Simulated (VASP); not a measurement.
Wanted: the native input for a VASP 6.6.1 run.

| Property | Result |
| --- | --- |
| Task | single point |
| Functional | LDA |
| Potentials or basis | VASP PAW LDA potentials, release 64 (Ni) |
| Cutoff | 520 eV |
| k mesh | 14 × 14 × 14 |
| Occupations | gaussian, width 0.1 eV |
| Spin | collinear spin, ferromagnetic start |
| Starting moments | [1.5] μB |
| Dipole correction | no |
| Further INCAR settings | ALGO = Normal; EDIFF = 1e-06; NBANDS = 15 |

The structure of Ni lies in POSCAR:

```
Ni
1.0
   -1.3928789426      1.3928789426      1.3928789426
    1.3928789426     -1.3928789426      1.3928789426
    1.3928789426      1.3928789426     -1.3928789426
Ni
1
Direct
    0.0000000000      0.0000000000      0.0000000000
```

The input as run:

INCAR

```
ALGO = Normal
EDIFF = 1E-6
ENCUT = 520
GGA = CA
ISIF = 2
ISMEAR = 0
ISPIN = 2
LASPH = T
LCHARG = F
LMAXMIX = 4
LORBIT = 11
LREAL = F
LWAVE = F
MAGMOM = 1.5
NBANDS = 15
NELM = 150
PREC = Accurate
SIGMA = 0.1
```

KPOINTS

```
k-points
0
Gamma
  14 14 14
```

Potentials or basis: VASP PAW LDA potentials, release 64 (Ni).

Launch:

```bash
$ cat potpaw_LDA.64/Ni/POTCAR > POTCAR
$ mpirun -np 1 vasp_std > vasp.out
```

It gave:

The pressure is -14.3 GPa and the net moment is 0.50 μB per cell. The site moments are Ni +0.50 μB. The valence electrons inside the program's atomic spheres are Ni 9.34.

Wall time 23 s on 1 thread of Intel(R) Xeon(R) Platinum 8488C (Sapphire Rapids), with other jobs on the host, peak memory 0.13 GiB.
